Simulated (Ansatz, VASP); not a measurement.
# CdF2: VASP beside Ansatz

The input INCAR:

```
PREC = Accurate
ENCUT = 520
EDIFF = 1E-7
ISMEAR = 0
SIGMA = 0.02
LREAL = False
LASPH = True
NELM = 60
ALGO = Normal
ISIF = 2
LWAVE = False
LCHARG = False
GGA = PE
IVDW = 12
NBANDS = 20
```

Contents of KPOINTS:

```
Automatic mesh
0
Gamma
  8 8 8
```

File POSCAR:

```
CdF2
1.0
    0.0000000000      2.6947416099      2.6947416099
    2.6947416099      0.0000000000      2.6947416099
    2.6947416099      2.6947416099      0.0000000000
Cd F
1 2
Direct
    0.0000000000      0.0000000000      0.0000000000
    0.2500000000      0.2500000000      0.2500000000
    0.7500000000      0.7500000000      0.7500000000
```

Input for Ansatz:

```yaml
crystal:
  lattice:
    - [0.0, 2.6947416099, 2.6947416099]
    - [2.6947416099, 0.0, 2.6947416099]
    - [2.6947416099, 2.6947416099, 0.0]
  atoms:
    - { symbol: Cd, position: [0.0, 0.0, 0.0] }
    - { symbol: F, position: [0.25, 0.25, 0.25] }
    - { symbol: F, position: [0.75, 0.75, 0.75] }
basis:
  ecutwfc: 420
kpoints:
  mp_grid: { grid: [8, 8, 8] }
hamiltonian:
  xc: pbe
  dispersion: d3bj
scf:
  occupations: { method: gaussian, width: 0.02 }
output:
  forces: true
  stress: true
  eigenvalues: true
```

Alike in both runs: task single point; functional PBE; dispersion D3(BJ); k mesh 8 × 8 × 8; occupations gaussian, width 0.02 eV; no spin polarisation.

|  | VASP | Ansatz |
| --- | --- | --- |
| version | VASP 6.6.1 | Ansatz 0.2.0 |
| potentials or method | VASP PAW PBE potentials, release 64 (Cd, F), cutoff 520 eV | scalar-relativistic, plane waves, PAW |
| valence electrons in the cell | 26 | 34 |

VASP gave:

- gap on the k mesh at the Fermi level (eV): 3.07
- least direct gap on the mesh (eV): 3.57
- pressure (GPa): 4.0

Task: What did Ansatz give for the same quantities?

Result: gap on the k mesh at the Fermi level (eV): 3.10; least direct gap on the mesh (eV): 3.60; pressure (GPa): 3.3.

VASP's potentials hold 26 valence electrons a cell and Ansatz's 34, so a difference there can come from the potentials and not from the codes.
